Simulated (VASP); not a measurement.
Ti, 5 atoms in the cell. The cell holds a slab with vacuum, 5 atoms: a = 2.864 Å, b = 2.864 Å, c = 23.071 Å, α = 90.00°, β = 90.00°, γ = 120.00°. 

| Item | Value |
| --- | --- |
| Program | VASP 6.6.1 |
| Task | single point |
| Functional | LDA |
| Potentials or basis | VASP PAW LDA potentials, release 64 (Ti_sv) |
| Cutoff | 520 eV |
| k mesh | 12 × 12 × 1 |
| Occupations | gaussian, width 0.1 eV |
| Spin | no spin polarisation |
| Dipole correction | yes |
| Further INCAR settings | ALGO = Fast; EDIFF = 1e-07; NBANDS = 38 |

Potentials or basis: VASP PAW LDA potentials, release 64 (Ti_sv).

Command:

```console
$ cat potpaw_LDA.64/Ti_sv/POTCAR > POTCAR
$ mpirun -np 1 vasp_std > vasp.out
```

Hardware: 1 thread of Intel(R) Xeon(R) Platinum 8259CL CPU @ 2.50GHz (Skylake/Cascade Lake) (shared host).

Problem. Estimate the wall time of this run.

Solution. Run time: 12 min on 1 thread of Intel(R) Xeon(R) Platinum 8259CL CPU @ 2.50GHz (Skylake/Cascade Lake) (shared host), peak memory 0.28 GiB. Counts: scf iterations 72, k points 19.
